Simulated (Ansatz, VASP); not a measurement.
Two plane-wave programs on HfN

```
CELL_PARAMETERS angstrom
0.00000 2.25600 2.25600
2.25600 0.00000 2.25600
2.25600 2.25600 0.00000
ATOMIC_POSITIONS crystal
Hf 0.00000 0.00000 0.00000
N 0.50000 0.50000 0.50000
```

Alike in both runs: task relaxation of cell and atoms; functional PBEsol; dispersion D3(BJ); k mesh 10 × 10 × 10; occupations fermi-dirac, width 0.05 eV; no spin polarisation.

|  | VASP | Ansatz |
| --- | --- | --- |
| version | VASP 6.6.1 | Ansatz 0.2.0 |
| potentials or method | VASP PAW PBE potentials, release 64 (Hf_pv, N) | Ansatz PAW |
| plane-wave cutoff (eV) | 600 | 420 |
| valence electrons in the cell | 15 | 31 |

VASP gave:

```
gap on the k mesh at the Fermi level, each at its own relaxed structure (eV) : none
relaxed volume (Å³/atom)                                                     : 11.10
relaxed length of the cell vector where the two differ most in proportion (Å)              : 3.155
```

Problem. Which values does Ansatz return?

Solution. gap on the k mesh at the Fermi level, each at its own relaxed structure (eV): none; relaxed volume (Å³/atom): 11.18; relaxed length of the cell vector where the two differ most in proportion (Å): 3.163.

VASP's potentials were made for PBE, not for PBEsol. A gap of «none» marks a metal or a gap that the smearing closes. VASP's potentials hold 15 valence electrons a cell and Ansatz's 31, so a difference there can come from the potentials and not from the codes.

Spin-orbit coupling is off throughout. Noted on Ansatz's run: the plane-wave basis is chosen anew once the cell has moved, so the energies of steps on either side of that aren't comparable.
